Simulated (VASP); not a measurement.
Wanted: the native input for a VASP 6.6.1 run.

* Task: single point
* Functional: PBE
* Potentials or basis: VASP PAW PBE potentials, release 64 (Hg)
* Cutoff: 520 eV
* k mesh: 10 × 10 × 4
* Occupations: gaussian, width 0.02 eV
* Spin: no spin polarisation
* Dipole correction: no
* Further INCAR settings: ALGO = Normal; EDIFF = 1e-06; NBANDS = 12

The structure of Hg lies in POSCAR:

```
Hg
1.0
    3.3052273134      0.0001353395      0.0169174369
    1.6511531601      2.8960285260      0.0027988362
    0.0517343995      1.8312573553      8.4621792236
Hg
1
Direct
    0.5000000000      0.0000000000      0.0000000000
```

This cell differs from its parent crystal: the cell strained at random.

One way to write it, as run:

INCAR

```
PREC = Accurate
ENCUT = 520
EDIFF = 1E-6
ISMEAR = 0
SIGMA = 0.02
LREAL = False
LASPH = True
NELM = 60
ALGO = Normal
ISIF = 2
LWAVE = False
LCHARG = False
GGA = PE
NBANDS = 12
```

KPOINTS

```
Automatic mesh
0
Gamma
  10 10 4
```

Potentials or basis: VASP PAW PBE potentials, release 64 (Hg).

Launch:

```console
$ cat potpaw_PBE.64/Hg/POTCAR > POTCAR
$ mpirun -np 1 vasp_std > vasp.out
```

Results of the run:

```json
{"Pressure": "0.5 GPa", "Band gap on the k mesh": "1.14 eV (least direct gap 1.48 eV)"}
```

Caveat: the cell differs from its parent crystal (the cell strained at random); spin-orbit coupling is left out, which moves the levels of the heavy elements.

It took 2 min on 1 thread of Intel(R) Xeon(R) 6975P-C (Granite Rapids), with other jobs on the host, peak memory 0.34 GiB.
